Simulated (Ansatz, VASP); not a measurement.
# One calculation of Si2Ge, two programs

INCAR

```
SYSTEM = Si2Ge
PREC = Accurate
ENCUT = 600
EDIFF = 1E-6
ISMEAR = 0
SIGMA = 0.1
LREAL = .False.
LASPH = .True.
NELM = 100
ALGO = Normal
ISIF = 3
LWAVE = .False.
LCHARG = .False.
GGA = PE
IBRION = 2
NSW = 90
EDIFFG = -0.04
```

File KPOINTS:

```
Automatic mesh
0
Gamma
  4 4 4
  0 0 0
```

The input POSCAR:

```
Si2Ge
1.0
    4.9112324400      0.0000000000      0.0000000000
    0.0000000000      4.9112324400      0.0000000000
    0.0000000000      0.0000000000      4.8967278400
Si Ge
4 2
Direct
    0.1548886100      0.3451113900      0.2500000000
    0.8451113900      0.6548886100      0.2500000000
    0.3451113900      0.8451113900      0.7500000000
    0.6548886100      0.1548886100      0.7500000000
    0.5000000000      0.5000000000      0.0000000000
    0.0000000000      0.0000000000      0.5000000000
```

Input for Ansatz:

```yaml
crystal:
  lattice:
    - [4.91123244, 0.0, 0.0]
    - [0.0, 4.91123244, 0.0]
    - [0.0, 0.0, 4.89672784]
  atoms:
    - { symbol: Si, position: [0.15488861, 0.34511139, 0.25] }
    - { symbol: Si, position: [0.84511139, 0.65488861, 0.25] }
    - { symbol: Si, position: [0.34511139, 0.84511139, 0.75] }
    - { symbol: Si, position: [0.65488861, 0.15488861, 0.75] }
    - { symbol: Ge, position: [0.5, 0.5, 0.0] }
    - { symbol: Ge, position: [0.0, 0.0, 0.5] }
basis:
  ecutwfc: 420
kpoints:
  mp_grid: { grid: [4, 4, 4] }
hamiltonian:
  xc: pbe
scf:
  occupations: { method: gaussian, width: 0.1 }
  lower_state_search: "off"
output:
  forces: true
  stress: true
  eigenvalues: true
relax:
  adjacent_minimum: "off"
  f_tol: 0.04
  max_steps: 70
  cell: { stress_tol: 0.4 }
```

Alike in both runs: task relaxation of cell and atoms; functional PBE; k mesh 4 × 4 × 4; occupations gaussian, width 0.1 eV; no spin polarisation.

|  | VASP | Ansatz |
| --- | --- | --- |
| version | VASP 6.6.1 | Ansatz 0.2.0 |
| potentials or method | VASP PAW PBE potentials, release 64 (Si, Ge_d), cutoff 600 eV | scalar-relativistic, plane waves, PAW |
| valence electrons in the cell | 44 | 44 |

|  | VASP | Ansatz | Ansatz less VASP |
| --- | --- | --- | --- |
| gap on the k mesh at the Fermi level, each at its own relaxed structure (eV) | none | none | - |
| relaxed volume (Å³/atom) | 18.41 | 18.43 | +0.014 |
| relaxed cell length with the largest relative difference (Å) | 2.988 | 2.985 | -0.0034 |

A gap of «none» marks a metal or a gap that the smearing closes.
